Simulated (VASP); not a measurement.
# MgO (Periclase) (Fm-3m) in VASP: further runs, part 3 of 3

VASP 6.6.1. The steps go on from the part before.

## (5) Single point, PBE+D3(BJ)

This run uses another cell than the first one, of 9.75 Å³/atom, 1.061 times its volume.

The input, INCAR:

```
SYSTEM = MgO
PREC     = Accurate       ! precision mode
ENCUT    = 600            ! plane-wave cutoff, eV
EDIFF    = 1E-6           ! SCF threshold, eV
ISMEAR   = 0              ! smearing method
SIGMA    = 0.01           ! smearing width, eV
LREAL    = .False.        ! projectors in reciprocal space
LASPH    = .True.         ! aspherical terms in the spheres
NELM     = 120            ! most SCF steps
ALGO     = Normal         ! electronic algorithm
ISIF     = 2              ! what is computed and relaxed
LWAVE    = .False.        ! write WAVECAR
LCHARG   = .False.        ! write CHGCAR
GGA      = PE             ! functional
IVDW     = 12             ! dispersion correction
NBANDS   = 11             ! bands
GGA_COMPAT= .False.
```

The input, KPOINTS:

```
regular mesh
0
Gamma
  8 8 8
  0 0 0
```

The input, POSCAR:

```
MgO
1.0
    0.0000000000      2.1362466030      2.1362466030
    2.1362466030      0.0000000000      2.1362466030
    2.1362466030      2.1362466030      0.0000000000
Mg O
1 1
Direct
    0.0000000000      0.0000000000      0.0000000000
    0.5000000000      0.5000000000      0.5000000000
```

Potentials or basis: VASP PAW PBE potentials, release 64 (Mg, O).

On the command line:

```console
$ cat potpaw_PBE.64/Mg/POTCAR potpaw_PBE.64/O/POTCAR > POTCAR
$ mpirun -np 1 vasp_std > vasp.out
```

OUTCAR:

```text
SYSTEM = MgO
   PREC = Accurate
   ENCUT = 600
   EDIFF = 1E-6
   ISMEAR = 0
   LREAL = .False.
   LASPH = .True.
   NELM = 120
   ISIF = 2
   GGA = PE
   IVDW = 12
 IVDW          = 12

 ion  position               nearest neighbor table
   1  0.000  0.000  0.000-   2 2.14   2 2.14   2 2.14   2 2.14   2 2.14   2 2.14
   2  0.500  0.500  0.500-   1 2.14   1 2.14   1 2.14   1 2.14   1 2.14   1 2.14

  LATTYP: Found a face centered cubic cell.
 ALAT       =     4.2724932060

  Lattice vectors:

 A1 = (   0.0000000000,   2.1362466030,   2.1362466030)
 A2 = (   2.1362466030,   0.0000000000,   2.1362466030)
 A3 = (   2.1362466030,   2.1362466030,   0.0000000000)

Analysis of symmetry for initial positions (statically):
=====================================================================
 Subroutine PRICEL returns:
 Original cell was already a primitive cell.

 Routine SETGRP: Setting up the symmetry group for a
 face centered cubic supercell.

 Subroutine GETGRP returns: Found 48 space group operations
 (whereof 48 operations were pure point group operations)
 out of a pool of 48 trial point group operations.

The static configuration has the point symmetry O_h .

Analysis of symmetry for dynamics (positions and initial velocities):
=====================================================================
 Subroutine PRICEL returns:
 Original cell was already a primitive cell.

 Routine SETGRP: Setting up the symmetry group for a
 face centered cubic supercell.

 Subroutine GETGRP returns: Found 48 space group operations
 (whereof 48 operations were pure point group operations)
 out of a pool of 48 trial point group operations.

The dynamic configuration has the point symmetry O_h .

 Subroutine INISYM returns: Found 48 space group operations
 (whereof 48 operations are pure point group operations),
 and found     1 'primitive' translations

----------------------------------------------------------------------------------------

                                     Primitive cell

  volume of cell :      19.4977

[... 118 lines left out ...]
   LRPA    =     F    only Hartree local field effects (RPA)
 non-spin polarized calculation
 Gauss-broadening in eV      SIGMA  =   0.01
  energy-cutoff  :      600.00
  volume of cell :       19.50
 maximum number of plane-waves:       660
   NGX = 13   NGY = 13   NGZ = 13

 number of electron       8.0000002 magnetization

 Free energy of the ion-electron system (eV)
  ---------------------------------------------------
  ext. energy  EPLUGINS =         0.00000000
  ---------------------------------------------------
  free energy    TOTEN  =       -11.91238299 eV

  energy without entropy =      -11.91238299  energy(sigma->0) =      -11.91238299

 E-fermi :   2.9212     XC(G=0): -10.8780

 val. band max:        2.8718601911   @ k =   0.0000   0.0000   0.0000
 cond. band min:       7.1941545211   @ k =   0.0000   0.0000   0.0000
 fundamental gap:      4.3222943300
 Fermi energy:         2.9211581818

 k-point     1 :       0.0000    0.0000    0.0000
  band No.  band energies     occupation
      1     -14.1776      2.00000
      2       2.8719      2.00000
      3       2.8719      2.00000
      4       2.8719      2.00000
      5       7.1942      0.00000
      6      18.4305      0.00000
      7      18.4305      0.00000
      8      18.4305      0.00000
      9      22.2343      0.00000
     10      23.9618      0.00000
     11      23.9618      0.00000
[... 309 lines left out ...]
 k-point    24 :      -0.3750    0.2500    0.1250
  band No.  band energies     occupation
      1     -12.8583      2.00000
      2      -0.9643      2.00000
      3       1.0309      2.00000
      4       1.9412      2.00000
      5      12.2437      0.00000
      6      14.6533      0.00000
      7      15.9205      0.00000
      8      19.2523      0.00000
      9      22.8987      0.00000
     10      24.3802      0.00000
     11      28.3532      0.00000

 [... further k-points ...]

------------------------ aborting loop because EDIFF is reached ----------------------------------------

 Edisp (eV)   -0.56101

 E8    (eV) :    -0.2196

  FORCE on cell =-STRESS in cart. coord.  units (eV):
  Direction    XX          YY          ZZ          XY          YZ          ZX
  --------------------------------------------------------------------------------------
  -------------------------------------------------------------------------------------
  Total      -0.93288    -0.93288    -0.93288     0.00000     0.00000     0.00000
  in kB     -76.65744   -76.65744   -76.65744     0.00000     0.00000     0.00000
  external pressure =      -76.66 kB  Pullay stress =        0.00 kB

 VOLUME and BASIS-vectors are now :
 -----------------------------------------------------------------------------
  energy-cutoff  :      600.00
  volume of cell :       19.50
      direct lattice vectors                 reciprocal lattice vectors
     0.000000000  2.136246603  2.136246603    -0.234055375  0.234055375  0.234055375
     2.136246603  0.000000000  2.136246603     0.234055375 -0.234055375  0.234055375
     2.136246603  2.136246603  0.000000000     0.234055375  0.234055375 -0.234055375

 POSITION                                       TOTAL-FORCE (eV/Angst)
 -----------------------------------------------------------------------------------
      0.00000      0.00000      0.00000        -0.000000     -0.000000      0.000000
      2.13625      2.13625      2.13625         0.000000      0.000000      0.000000
 -----------------------------------------------------------------------------------
    total drift:                               -0.000000     -0.000000      0.000000

  FREE ENERGIE OF THE ION-ELECTRON SYSTEM (eV)
  ---------------------------------------------------
  free  energy   TOTEN  =       -12.4733913212 eV

  energy  without entropy=      -12.4733913212  energy(sigma->0) =      -12.47339132
```

OSZICAR:

```text
N       E                     dE             d eps       ncg     rms          rms(c)
DAV:   1     0.209251041330E+02    0.20925E+02   -0.49574E+03   694   0.725E+02
DAV:   2    -0.125633421633E+02   -0.33488E+02   -0.32049E+02   734   0.147E+02
DAV:   3    -0.134639917366E+02   -0.90065E+00   -0.90003E+00   776   0.224E+01
DAV:   4    -0.134666019670E+02   -0.26102E-02   -0.26102E-02   692   0.134E+00
DAV:   5    -0.134666108114E+02   -0.88445E-05   -0.88444E-05   749   0.773E-02    0.718E+00
DAV:   6    -0.119343220643E+02    0.15323E+01   -0.91080E+00   665   0.164E+01    0.230E+00
DAV:   7    -0.119186654022E+02    0.15657E-01   -0.63858E-02   683   0.224E+00    0.135E+00
DAV:   8    -0.119128631105E+02    0.58023E-02   -0.31677E-02   662   0.199E+00    0.258E-01
DAV:   9    -0.119124291298E+02    0.43398E-03   -0.61553E-04   722   0.175E-01    0.147E-01
DAV:  10    -0.119123822135E+02    0.46916E-04   -0.56841E-04   698   0.179E-01    0.813E-03
DAV:  11    -0.119123829850E+02   -0.77150E-06   -0.32110E-06   725   0.147E-02
   1 F= -.12473391E+02 E0= -.12473391E+02  d E =-.921616E-15
```

stdout:

```text
POSCAR found type information on POSCAR MgO
 POSCAR found :  2 types and       2 ions
 scaLAPACK will be used
 LDA part: xc-table for (Slater+PW92), standard interpolation
 POSCAR, INCAR and KPOINTS ok, starting setup
 FFT: planning ... GRIDC
 FFT: planning ... GRID_SOFT
 FFT: planning ... GRID
 WAVECAR not read
 entering main loop
```

Run time: 17 s. Hardware: 1 thread of AMD EPYC 7R13, shared host; peak memory 0.12 GiB.

What came out:

* Free energy: -12.4734 eV
* Pressure: -7.7 GPa
* Band gap on the k mesh: 4.32 eV, direct
* Dispersion energy per atom: -0.281 eV

Levels at points of the mesh, in eV from the valence-band top:
```tsv
k point	band 1	band 2	band 3	band 4	band 5	band 6	band 7	band 8	band 9
(0.00, 0.00, 0.00)	-17.05	0.00	0.00	0.00	4.32	15.56	15.56	15.56	19.36
(0.50, 0.00, 0.00)	-15.87	-4.43	-0.61	-0.61	7.63	12.12	15.88	15.88	20.26
(0.50, 0.50, 0.00)	-15.63	-3.91	-1.29	-1.29	9.07	9.51	12.65	18.33	18.33
```

Caveat: three body term missing. PBE gaps usually lie below the measured ones, often by a third to a half.

## (6) Single point, PBE+D3(BJ)

This run uses another cell than the first one, of 9.94 Å³/atom, 1.082 times its volume.

The input, INCAR:

```
SYSTEM = MgO
PREC     = Accurate       ! precision mode
ENCUT    = 600            ! plane-wave cutoff, eV
EDIFF    = 1E-6           ! SCF threshold, eV
ISMEAR   = 0              ! smearing method
SIGMA    = 0.01           ! smearing width, eV
LREAL    = .FALSE.        ! projectors in reciprocal space
LASPH    = .TRUE.         ! aspherical terms in the spheres
NELM     = 120            ! most SCF steps
ALGO     = Normal         ! electronic algorithm
ISIF     = 2              ! what is computed and relaxed
LWAVE    = .FALSE.        ! write WAVECAR
LCHARG   = .FALSE.        ! write CHGCAR
GGA      = PE             ! functional
IVDW     = 12             ! dispersion correction
NBANDS   = 11             ! bands
GGA_COMPAT= .FALSE.
```

The input, KPOINTS:

```
Automatic mesh
0
G
  8 8 8
  0 0 0
```

The input, POSCAR:

```
MgO
1.0
    0.0000000000      2.1498536361      2.1498536361
    2.1498536361      0.0000000000      2.1498536361
    2.1498536361      2.1498536361      0.0000000000
Mg O
1 1
Direct
    0.0000000000      0.0000000000      0.0000000000
    0.5000000000      0.5000000000      0.5000000000
```

Potentials or basis: VASP PAW PBE potentials, release 64 (Mg, O).

On the command line:

```console
$ cat potpaw_PBE.64/Mg/POTCAR potpaw_PBE.64/O/POTCAR > POTCAR
$ mpirun -np 1 vasp_std > vasp.out
```

OUTCAR:

```text
SYSTEM = MgO
   PREC = Accurate
   ENCUT = 600
   EDIFF = 1E-6
   ISMEAR = 0
   LREAL = .FALSE.
   LASPH = .TRUE.
   NELM = 120
   ISIF = 2
   GGA = PE
   IVDW = 12
 IVDW          = 12

 ion  position               nearest neighbor table
   1  0.000  0.000  0.000-   2 2.15   2 2.15   2 2.15   2 2.15   2 2.15   2 2.15
   2  0.500  0.500  0.500-   1 2.15   1 2.15   1 2.15   1 2.15   1 2.15   1 2.15

  LATTYP: Found a face centered cubic cell.
 ALAT       =     4.2997072722

  Lattice vectors:

 A1 = (   0.0000000000,   2.1498536361,   2.1498536361)
 A2 = (   2.1498536361,   0.0000000000,   2.1498536361)
 A3 = (   2.1498536361,   2.1498536361,   0.0000000000)

[... 520 lines left out ...]

 Edisp (eV)   -0.55015

 E8    (eV) :    -0.2154

  FORCE on cell =-STRESS in cart. coord.  units (eV):
  Direction    XX          YY          ZZ          XY          YZ          ZX
  --------------------------------------------------------------------------------------
  -------------------------------------------------------------------------------------
  Total      -1.24682    -1.24682    -1.24682    -0.00000     0.00000    -0.00000
  in kB    -100.52093  -100.52093  -100.52093    -0.00000     0.00000    -0.00000
  external pressure =     -100.52 kB  Pullay stress =        0.00 kB

 VOLUME and BASIS-vectors are now :
 -----------------------------------------------------------------------------
  energy-cutoff  :      600.00
  volume of cell :       19.87
      direct lattice vectors                 reciprocal lattice vectors
     0.000000000  2.149853636  2.149853636    -0.232573972  0.232573972  0.232573972
     2.149853636  0.000000000  2.149853636     0.232573972 -0.232573972  0.232573972
     2.149853636  2.149853636  0.000000000     0.232573972  0.232573972 -0.232573972

 POSITION                                       TOTAL-FORCE (eV/Angst)
 -----------------------------------------------------------------------------------
      0.00000      0.00000      0.00000         0.000000      0.000000      0.000000
      2.14985      2.14985      2.14985        -0.000000     -0.000000     -0.000000
 -----------------------------------------------------------------------------------
    total drift:                               -0.000000     -0.000000      0.000000

  FREE ENERGIE OF THE ION-ELECTRON SYSTEM (eV)
  ---------------------------------------------------
  free  energy   TOTEN  =       -12.4535823424 eV

  energy  without entropy=      -12.4535823424  energy(sigma->0) =      -12.45358234
```

stdout:

```text
POSCAR found type information on POSCAR MgO
 POSCAR found :  2 types and       2 ions
 scaLAPACK will be used
 LDA part: xc-table for (Slater+PW92), standard interpolation
 POSCAR, INCAR and KPOINTS ok, starting setup
 FFT: planning ... GRIDC
 FFT: planning ... GRID_SOFT
 FFT: planning ... GRID
 WAVECAR not read
 entering main loop
```

Run time: 17 s. Hardware: 1 thread of AMD EPYC 7R13, shared host; peak memory 0.12 GiB.

Results:

- Free energy: -12.4536 eV
- Pressure: -10.1 GPa
- Band gap on the k mesh: 4.15 eV, direct
- Dispersion energy per atom: -0.275 eV

Caveat: three body term missing.

## (7) Summary

```csv
cell,gap on the mesh (eV),pressure (GPa)
"a = 2.962 Å, angles 60.0°, 2 atoms",4.89,1.2
"a = 2.982 Å, angles 60.0°, 2 atoms",4.69,-2.0
"a = 3.002 Å, angles 60.0°, 2 atoms",4.50,-5.0
"a = 3.021 Å, angles 60.0°, 2 atoms",4.32,-7.7
"a = 3.040 Å, angles 60.0°, 2 atoms",4.15,-10.1
```

Alike in all rows: task single point; level PBE+D3(BJ); potentials or basis VASP PAW PBE potentials, release 64 (Mg, O); no spin polarisation; k mesh 8 × 8 × 8; cutoff (eV) 600; smearing gaussian 0.01 eV.

Caveats: three body term missing.

Total energies depend on the potentials used, so only differences within one code and one set of settings carry meaning.

## (8) Comparison with measurements

Step 2. Against the measured gap of MgO, 7.83 eV (quoted in “Electronic structure of alkaline earth and post-transition metal oxides”, 2009, arxiv:0908.1581), the calculated 4.89 eV is off by -2.94 eV. The value is that of PBE+D3(BJ), without temperature or zero-point motion. Semilocal functionals fall short of measured gaps as a rule.

Step 3. A measured gap of MgO is 7.83 eV (quoted in “Electronic structure of alkaline earth and post-transition metal oxides”, 2009, arxiv:0908.1581); the calculated 4.69 eV misses it by -3.14 eV. The value is that of PBE+D3(BJ), without temperature or zero-point motion. Semilocal functionals fall short of measured gaps as a rule.
